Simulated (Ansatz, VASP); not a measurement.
## Two plane-wave programs on Ru

Contents of INCAR:

```
PREC = Accurate ; ENCUT = 520
EDIFF = 1E-7 ; ISMEAR = 0
SIGMA = 0.1 ; LREAL = F
LASPH = T ; NELM = 60
ALGO = Fast ; ISIF = 2
LWAVE = F ; LCHARG = F
GGA = PE ; NBANDS = 13
```

File KPOINTS:

```
regular mesh
0
Gamma
  18 18 18
```

The input POSCAR:

```
Ru
1.0
    0.0000000000      1.9424481145      1.9424481145
    1.9424481145      0.0000000000      1.9424481145
    1.9424481145      1.9424481145      0.0000000000
Ru
1
Direct
    0.0000000000      0.0000000000      0.0000000000
```

Input for Ansatz:

```yaml
crystal:
  lattice:
    - [0.0, 1.9424481145, 1.9424481145]
    - [1.9424481145, 0.0, 1.9424481145]
    - [1.9424481145, 1.9424481145, 0.0]
  atoms:
    - { symbol: Ru, position: [0.0, 0.0, 0.0] }
basis:
  ecutwfc: 420
kpoints:
  mp_grid: { grid: [18, 18, 18] }
hamiltonian:
  xc: pbe
scf:
  occupations: { method: gaussian, width: 0.1 }
output:
  forces: true
  stress: true
  eigenvalues: true
  write_density: true
  write_potential: true
  elf: true
  volumetric_format: npy
```

Alike in both runs: task single point; functional PBE; k mesh 18 × 18 × 18; occupations gaussian, width 0.1 eV; no spin polarisation.

|  | VASP | Ansatz |
| --- | --- | --- |
| version | VASP 6.6.1 | Ansatz 0.2.0 |
| potentials or method | VASP PAW PBE potentials, release 64 (Ru_pv), cutoff 520 eV | scalar-relativistic, plane waves, PAW |
| valence electrons in the cell | 14 | 16 |

|  | VASP | Ansatz | Ansatz less VASP |
| --- | --- | --- | --- |
| gap on the k mesh at the Fermi level (eV) | none | none | - |
| pressure (GPa) | -15.6 | -15.5 | +0.11 |

A gap of «none» marks a metal or a gap that the smearing closes. VASP's potentials hold 14 valence electrons a cell and Ansatz's 16, so a difference there can come from the potentials and not from the codes.
